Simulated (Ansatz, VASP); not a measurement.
## SrTiO3: VASP beside Ansatz

```
Ti Sr O
1.0
     5.50287    0.00000    0.00000
    -2.75144    4.76563    0.00000
     0.00000    0.00000   25.10943
Ti Sr O
5 5 15
Direct
  0.33333 0.66667 0.29869
  0.00000 0.00000 0.38816
  0.66667 0.33333 0.47763
  0.33333 0.66667 0.56710
  0.00000 0.00000 0.65657
  0.66667 0.33333 0.34343
  0.33333 0.66667 0.43290
  0.00000 0.00000 0.52237
  0.66667 0.33333 0.61184
  0.33333 0.66667 0.70131
  0.16667 0.83333 0.34343
  0.16667 0.33333 0.34343
  0.66667 0.83333 0.34343
  0.83333 0.16667 0.43290
  0.83333 0.66667 0.43290
  0.33333 0.16667 0.43290
  0.50000 0.50000 0.52237
  0.50000 0.00000 0.52237
  0.00000 0.50000 0.52237
  0.16667 0.83333 0.61184
  0.16667 0.33333 0.61184
  0.66667 0.83333 0.61184
  0.83333 0.16667 0.70131
  0.83333 0.66667 0.70131
  0.33333 0.16667 0.70131
```

Alike in both runs: task single point; functional PBEsol; k mesh 6 × 6 × 1; occupations gaussian, width 0.05 eV; no spin polarisation.

|  | VASP | Ansatz |
| --- | --- | --- |
| version | VASP 6.6.1 | Ansatz 0.2.0 |
| potentials or method | VASP PAW PBE potentials, release 64 (Ti_sv, Sr_sv, O), cutoff 520 eV | scalar-relativistic, plane waves, PAW |
| valence electrons in the cell | 200 | 200 |

|  | VASP | Ansatz | Ansatz less VASP |
| --- | --- | --- | --- |
| gap on the k mesh at the Fermi level (eV) | 0.02 | 0.02 | 0.000 |
| least direct gap on the mesh (eV) | 0.07 | 0.07 | -0.001 |
| rms of the force components (eV/Å) | 1.129 | 1.137 | +0.0082 |

VASP's potentials were made for PBE, not for PBEsol. Ansatz's warnings: xc potential rough in thin density.
